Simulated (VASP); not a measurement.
# CdSe (db) (P6_3mc) in VASP: vibrations by perturbation theory with PBE

Aim: the vibrations by perturbation theory of CdSe (db) with PBE.

Everything below comes from runs of VASP 6.6.1. Logs are shortened: lines on timing, memory, paths and dates and some standing lists are left out, and cuts for length are marked.

### Step 1. The cell of the first run

Symmetry: P6_3mc, No. 186, hexagonal system. Conventional cell: a = 4.300 Å, b = 4.300 Å, c = 7.020 Å, α = 90.00°, β = 90.00°, γ = 120.00°. Within 3.5 Å of Cd (site symmetry 3m) lie 4 Se at 2.63 to 2.64 Å. Within 3.5 Å of Se (site symmetry 3m) lie 4 Cd at 2.63 to 2.64 Å.

### Step 2. Vibrations by perturbation theory, PBE

The input, INCAR:

```
ALGO = Normal
EDIFF = 1E-8
ENCUT = 520
GGA = PE
IBRION = 8
ISIF = 2
ISMEAR = 0
LASPH = T
LCHARG = T
LEPSILON = T
LREAL = F
LWAVE = F
NELM = 100
NSW = 1
PREC = Accurate
SIGMA = 0.01
```

The input, KPOINTS:

```
k-points
0
Gamma
  9 9 4
```

The input, POSCAR:

```
CdSe
1.0
    4.3000000000      0.0000000000      0.0000000000
   -2.1500000000      3.7239092363      0.0000000000
    0.0000000000      0.0000000000      7.0200000000
Cd Se
2 2
Direct
    0.3333333333      0.6666666667      0.0047185963
    0.6666666667      0.3333333333      0.5047185963
    0.3333333333      0.6666666667      0.3802814037
    0.6666666667      0.3333333333      0.8802814037
```

Potentials or basis: VASP PAW PBE potentials, release 64 (Cd, Se).

Launch:

```
$ cat potpaw_PBE.64/Cd/POTCAR potpaw_PBE.64/Se/POTCAR > POTCAR
$ mpirun -np 1 vasp_std > vasp.out
```

OUTCAR:

```text
EDIFF = 1E-8
   ENCUT = 520
   GGA = PE
   IBRION = 8
   ISIF = 2
   ISMEAR = 0
   LASPH = T
   LEPSILON = T
   LREAL = F
   NELM = 100
   NSW = 1
   PREC = Accurate

 ion  position               nearest neighbor table
   1  0.333  0.667  0.005-   4 2.63   4 2.63   4 2.63   3 2.64
   2  0.667  0.333  0.505-   3 2.63   3 2.63   3 2.63   4 2.64
   3  0.333  0.667  0.380-   2 2.63   2 2.63   2 2.63   1 2.64
   4  0.667  0.333  0.880-   1 2.63   1 2.63   1 2.63   2 2.64

  LATTYP: Found a hexagonal cell.
 ALAT       =     4.3000000000
 C/A-ratio  =     1.6325581395

  Lattice vectors:

 A1 = (   4.3000000000,   0.0000000000,   0.0000000000)
 A2 = (  -2.1500000000,   3.7239092363,   0.0000000000)
 A3 = (   0.0000000000,   0.0000000000,   7.0200000000)

Analysis of symmetry for initial positions (statically):
=====================================================================
 Subroutine PRICEL returns:
 Original cell was already a primitive cell.

 Routine SETGRP: Setting up the symmetry group for a
 hexagonal supercell.

 Subroutine GETGRP returns: Found 12 space group operations
 (whereof  6 operations were pure point group operations)
 out of a pool of 24 trial point group operations.

The static configuration has the point symmetry C_3v.
 The point group associated with its full space group is C_6v.

Analysis of symmetry for dynamics (positions and initial velocities):
=====================================================================
 Subroutine PRICEL returns:
 Original cell was already a primitive cell.

 Routine SETGRP: Setting up the symmetry group for a
 hexagonal supercell.

 Subroutine GETGRP returns: Found 12 space group operations
 (whereof  6 operations were pure point group operations)
 out of a pool of 24 trial point group operations.

[... 873 lines left out ...]
 ion    1
    1     2.20025     0.00000     0.00000
    2     0.00000     2.20025     0.00000
    3     0.00000    -0.00000     2.33018
 ion    2
    1     2.20025     0.00000     0.00000
    2     0.00000     2.20025     0.00000
    3    -0.00000     0.00000     2.33018
 ion    3
    1    -2.20025     0.00000     0.00000
    2    -0.00000    -2.20025     0.00000
    3     0.00000     0.00000    -2.33018
 ion    4
    1    -2.20025     0.00000     0.00000
    2     0.00000    -2.20025     0.00000
    3     0.00000     0.00000    -2.33018

 INTERNAL STRAIN TENSOR FOR ION    4 for displacements in x,y,z  (eV/Angst):
          X           Y           Z          XY          YZ          ZX
  --------------------------------------------------------------------------------
  x     0.00000    -0.00000    -0.00000     7.09685    -0.00000     4.44246
  y     7.09685    -7.09685    -0.00000     0.00000     4.05864     0.00000
  z     4.23659     4.23659    -8.17011    -0.00000     0.00000     0.00000

 SECOND DERIVATIVES (NOT SYMMETRIZED)
 ------------------------------------
               1X          1Y          1Z          2X          2Y          2Z          3X          3Y          3Z          4X          4Y          4Z
  1X    -5.125039   -0.000000    0.000000   -0.149155    0.000000    0.000000    0.016976    0.000000    0.000000    5.257218    0.000000   -0.000000
  1Y    -0.000000   -5.125039    0.000000    0.000000   -0.149155    0.000000   -0.000000    0.016976    0.000000    0.000000    5.257218    0.000000
  1Z     0.000000    0.000000   -6.370530    0.000000   -0.000000    1.356544    0.000000    0.000000    3.946757    0.000000    0.000000    1.067229
  2X    -0.149155   -0.000000    0.000000   -5.125039   -0.000000    0.000000    5.257218   -0.000000    0.000000    0.016976    0.000000    0.000000
  2Y     0.000000   -0.149155    0.000000   -0.000000   -5.125039    0.000000   -0.000000    5.257218    0.000000    0.000000    0.016976    0.000000
  2Z     0.000000   -0.000000    1.356544   -0.000000    0.000000   -6.370530    0.000000    0.000000    1.067229    0.000000    0.000000    3.946757
  3X     0.015954    0.000000   -0.000000    5.256486   -0.000000   -0.000000   -5.689302   -0.000000    0.000000    0.416861    0.000000    0.000000
  3Y    -0.000000    0.015954    0.000000    0.000000    5.256486    0.000000    0.000000   -5.689302    0.000000    0.000000    0.416861    0.000000
  3Z     0.000000    0.000000    3.950586    0.000000   -0.000000    1.081941   -0.000000   -0.000000   -7.330474    0.000000    0.000000    2.297948
  4X     5.256486   -0.000000    0.000000    0.015954    0.000000    0.000000    0.416861    0.000000   -0.000000   -5.689302   -0.000000    0.000000
  4Y    -0.000000    5.256486    0.000000    0.000000    0.015954    0.000000   -0.000000    0.416861    0.000000    0.000000   -5.689302   -0.000000
  4Z     0.000000    0.000000    1.081941   -0.000000    0.000000    3.950586    0.000000    0.000000    2.297948    0.000000    0.000000   -7.330474

 Eigenvectors and eigenvalues of the dynamical matrix
 ----------------------------------------------------

   1 f  =    5.761356 THz    36.199666 2PiTHz  192.178141 cm-1    23.827042 meV
             X         Y         Z           dx          dy          dz
     -0.000000  2.482606  0.033125     0.000000    0.000000   -0.292743
      2.150000  1.241303  3.543125    -0.000000   -0.000000    0.292743
     -0.000000  2.482606  2.669575     0.000000    0.000000    0.643663
      2.150000  1.241303  6.179575    -0.000000   -0.000000   -0.643663
[... 71 lines left out ...]
  12 f/i=    0.004673 THz     0.029364 2PiTHz    0.155890 cm-1     0.019328 meV
             X         Y         Z           dx          dy          dz
     -0.000000  2.482606  0.033125    -0.000000    0.000000    0.542352
      2.150000  1.241303  3.543125    -0.000000    0.000000    0.542352
     -0.000000  2.482606  2.669575    -0.000000    0.000000    0.453711
      2.150000  1.241303  6.179575    -0.000000    0.000000    0.453711

--------------------------------------------------------------------------------------------------------

 MACROSCOPIC STATIC DIELECTRIC TENSOR IONIC CONTRIBUTION
 ------------------------------------------------------
           2.955630     0.000000     0.000000
           0.000000     2.955630     0.000000
           0.000000     0.000000     3.480048
 ------------------------------------------------------

 ELASTIC MODULI CONTR FROM IONIC RELAXATION (kBar)
 Direction    XX          YY          ZZ          XY          YZ          ZX
 --------------------------------------------------------------------------------
 XX        -338.2275    134.7992    196.2477      0.0000      0.0000     -0.0000
 YY         134.7992   -338.2275    196.2477     -0.0000      0.0000     -0.0000
 ZZ         196.2477    196.2477   -378.6411     -0.0000      0.0000      0.0000
 XY           0.0000     -0.0000     -0.0000   -236.5133      0.0000      0.0000
 YZ           0.0000      0.0000      0.0000      0.0000    -95.6498     -0.0000
 ZX          -0.0000     -0.0000      0.0000      0.0000     -0.0000   -102.2799
 --------------------------------------------------------------------------------

 PIEZOELECTRIC TENSOR IONIC CONTR  for field in x, y, z        (C/m^2)
          XX          YY          ZZ          XY          YZ          ZX
  --------------------------------------------------------------------------------
  x    -0.00000    -0.00000     0.00000    -0.00000    -0.00000    -0.51736
  y     0.00000    -0.00000     0.00000     0.00000    -0.50031    -0.00000
  z    -0.55983    -0.55983     1.08014     0.00000    -0.00000    -0.00000
```

OSZICAR:

```text
N       E                     dE             d eps       ncg     rms          rms(c)
DAV:   1     0.245299996863E+03    0.24530E+03   -0.17362E+04  1584   0.148E+03
DAV:   2     0.151704295401E+01   -0.24378E+03   -0.23840E+03  1776   0.352E+02
DAV:   3    -0.115602912966E+02   -0.13077E+02   -0.13037E+02  1902   0.820E+01
DAV:   4    -0.116746326769E+02   -0.11434E+00   -0.11430E+00  1752   0.745E+00
[... 210 lines left out ...]
RMM:   8    -0.976412746771E-01   -0.37740E-06   -0.15839E-07  3174   0.367E-04    0.938E-05
RMM:   9    -0.976413451368E-01   -0.70460E-07   -0.11865E-07  3066   0.165E-04    0.206E-05
RMM:  10    -0.976413675224E-01   -0.22386E-07   -0.16744E-08  3154   0.438E-05    0.768E-06
RMM:  11    -0.976413783106E-01   -0.10788E-07   -0.40065E-09  3136   0.139E-05    0.270E-06
RMM:  12    -0.976413864880E-01   -0.81774E-08   -0.36679E-09  2707   0.518E-06    0.664E-07
 Linear response finished
```

Run time: 16 min. Hardware: 1 thread of Intel Xeon 6975P-C (Granite Rapids), shared host; peak memory 0.98 GiB.

Results:

```
Electronic dielectric tensor (diagonal)                 : 9.28
Born charges (mean of the diagonal)                     : Cd +2.24; Se -2.24 e
Highest phonon frequency at Γ, LO-TO splitting left out : 192 cm⁻¹
```

Phonon frequencies in cm⁻¹ (negative: imaginary):
```csv
q point,frequencies
"(0.000, 0.000, 0.000)",0 0 0 27 27 122 172 176 176 180 180 192
```

Electronic dielectric tensor:
```
9.28 0.00 0.00
0.00 9.28 0.00
0.00 0.00 9.28
```

Born effective charge tensors (e):
atom 1, Cd
```
2.20 0.00 0.00
0.00 2.20 0.00
0.00 0.00 2.33
```
atom 2, Cd
```
2.20 0.00 0.00
0.00 2.20 0.00
0.00 0.00 2.33
```
atom 3, Se
```
-2.20  0.00  0.00
 0.00 -2.20  0.00
 0.00  0.00 -2.33
```
atom 4, Se
```
-2.20  0.00  0.00
 0.00 -2.20  0.00
 0.00  0.00 -2.33
```

Caveat: the cell wasn't relaxed at this level first, which shifts response properties.
